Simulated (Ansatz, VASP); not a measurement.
# Rh: VASP beside Ansatz

File INCAR:

```
PREC     = Accurate       # precision mode
ENCUT    = 520            # plane-wave cutoff, eV
EDIFF    = 1E-7           # SCF threshold, eV
ISMEAR   = -1             # smearing method
SIGMA    = 0.1            # smearing width, eV
LREAL    = False          # projectors in reciprocal space
LASPH    = True           # aspherical terms in the spheres
NELM     = 100            # most SCF steps
ALGO     = Normal         # electronic algorithm
ISIF     = 2              # what is computed and relaxed
LWAVE    = False          # write WAVECAR
LCHARG   = True           # write CHGCAR
GGA      = RE             # functional
LELF     = True           # ELF
LVHAR    = True         
NBANDS   = 38             # bands
```

File KPOINTS:

```
Automatic mesh
0
Gamma
  15 15 4
```

Contents of POSCAR:

```
Rh
1.0
    2.6498452055      0.0000000000      0.0000000000
   -1.3249226027      2.2948332641      0.0000000000
    0.0000000000      0.0000000000      8.6414007512
Rh
4
Direct
    0.0000000000      0.0000000000      0.0000000000
    1.0000000000      0.0000000000      0.5000000000
    0.3333333333      0.6666666667      0.2500000000
    0.6666666667      0.3333333333      0.7500000000
```

Input for Ansatz:

```yaml
crystal:
  lattice:
    - [2.6498452055, 0.0, 0.0]
    - [-1.3249226027, 2.2948332641, 0.0]
    - [0.0, 0.0, 8.6414007512]
  atoms:
    - { symbol: Rh, position: [0.0, 0.0, 0.0] }
    - { symbol: Rh, position: [1.0, 0.0, 0.5] }
    - { symbol: Rh, position: [0.3333333333, 0.6666666667, 0.25] }
    - { symbol: Rh, position: [0.6666666667, 0.3333333333, 0.75] }
hamiltonian:
  xc: revpbe
  pseudopotentials:
    kind: paw
    azcp:
      Rh: "pseudopotentials/Rh.paw.azcp"
basis:
  ecutwfc: 420
  fft_grid_basis: typed
kpoints:
  mp_grid: { grid: [15, 15, 4], shift: [0, 0, 0] }
magnetization:
  spin_polarized: false
scf:
  occupations: { method: fermi_dirac, width: 0.1 }
  lower_state_search: "off"
output:
  stress: true
```

Alike in both runs: task single point; functional revPBE; k mesh 15 × 15 × 4; occupations fermi-dirac, width 0.1 eV; no spin polarisation.

|  | VASP | Ansatz |
| --- | --- | --- |
| version | VASP 6.6.1 | Ansatz 0.2.0 |
| potentials or method | VASP PAW PBE potentials, release 64 (Rh_pv), cutoff 520 eV | plane waves (420 eV) with PAW, scalar-relativistic |
| valence electrons in the cell | 60 | 68 |

|  | VASP | Ansatz | Ansatz less VASP |
| --- | --- | --- | --- |
| pressure (GPa) | 25.0 | 24.9 | -0.14 |
| traceless stress, the component that is largest in VASP (GPa) | 0.21 | 0.21 | -0.003 |

VASP's potentials were made for PBE, not for revPBE. With one functional, cell and mesh, what is left measures potentials, basis and numerics. VASP's potentials hold 60 valence electrons a cell and Ansatz's 68, so a difference there can come from the potentials and not from the codes.
